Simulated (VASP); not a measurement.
# CsI: single point with r2SCAN

The system is CsI.

```xyz
2
Lattice="4.6090 0.0000 0.0000 0.0000 4.6090 0.0000 0.0000 0.0000 4.6090" Properties=species:S:1:pos:R:3 pbc="T T T"
Cs    0.0000    0.0000    0.0000
I     2.3045    2.3045    2.3045
```

```
Program                : VASP 6.6.1
Task                   : single point
Functional             : r2SCAN
Potentials or basis    : VASP PAW PBE potentials, release 64 (Cs_sv, I)
Cutoff                 : 550 eV
k mesh                 : 6 × 6 × 6
Occupations            : gaussian, width 0.02 eV
Spin                   : no spin polarisation
Dipole correction      : no
Further INCAR settings : ALGO = Normal; EDIFF = 1e-06; NBANDS = 15
```

```json
{
  "Pressure": "0.0 GPa",
  "Band gap on the k mesh": "4.50 eV (least direct gap 4.59 eV)"
}
```

Levels at points of the mesh, in eV from the valence-band top:
| k point | band 5 | band 6 | band 7 | band 8 | band 9 | band 10 | band 11 | band 12 |
| --- | --- | --- | --- | --- | --- | --- | --- | --- |
| (0.00, 0.00, 0.00) | -7.33 | -0.09 | -0.09 | -0.09 | 4.50 | 4.65 | 4.65 | 8.34 |
| (0.50, 0.00, 0.00) | -7.27 | -1.49 | -0.22 | -0.22 | 5.67 | 7.02 | 7.22 | 7.36 |
| (0.50, 0.50, 0.00) | -7.24 | -0.86 | -0.86 | 0.00 | 4.76 | 5.50 | 6.67 | 6.67 |
| (0.50, 0.50, 0.50) | -7.56 | -1.25 | -1.25 | -1.25 | 7.65 | 7.65 | 7.65 | 8.40 |

Run time: 110 s on 1 thread of Intel Xeon 8259CL (shared host), peak memory 0.22 GiB.

Caveat: the PAW data sets were made with another functional, which shifts forces and pressure a little; spin-orbit coupling is left out, which moves the levels of the heavy elements. r2SCAN opens gaps a little over a GGA but as a rule still falls short of measured ones.
